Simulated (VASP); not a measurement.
The system is Ag.

```
Ag
1.0
     2.93000    0.00000    0.00000
    -1.46500    2.53745    0.00000
     0.00000    0.00000    4.79000
Ag
2
Direct
  0.66667 0.33333 0.75000
  0.33333 0.66667 0.25000
```

Base run:

- Program: VASP 6.6.1
- Functional: r2SCAN
- Potentials or basis: VASP PAW PBE potentials, release 64 (Ag)
- Cutoff: 520 eV
- k mesh: 10 × 10 × 6
- Occupations: fermi-dirac, width 0.05 eV
- Spin: no spin polarisation

Its results: band gap on the k mesh zero (band 11 reaches 11.01 eV, above the bottom of band 12 at 4.16 eV); pressure -2.3 GPa.

Question: After a change of settings the same cell gave: band gap on the k mesh zero (band 11 reaches 10.65 eV, above the bottom of band 12 at 4.32 eV); pressure -6.3 GPa. Which change was it?
A. functional from r2SCAN to PBEsol
B. functional from r2SCAN to PBE
C. functional from r2SCAN to LDA; potentials or basis from VASP PAW PBE potentials, release 64 (Ag) to VASP PAW LDA potentials, release 64 (Ag)
D. functional from r2SCAN to PBE; further incar settings from ALGO = Normal; EDIFF = 1e-06; NBANDS = 18 to ALGO = Fast; EDIFF = 1e-06; NBANDS = 18

Answer: A.

Caveats: the PAW data sets were made with another functional, which shifts forces and pressure a little.
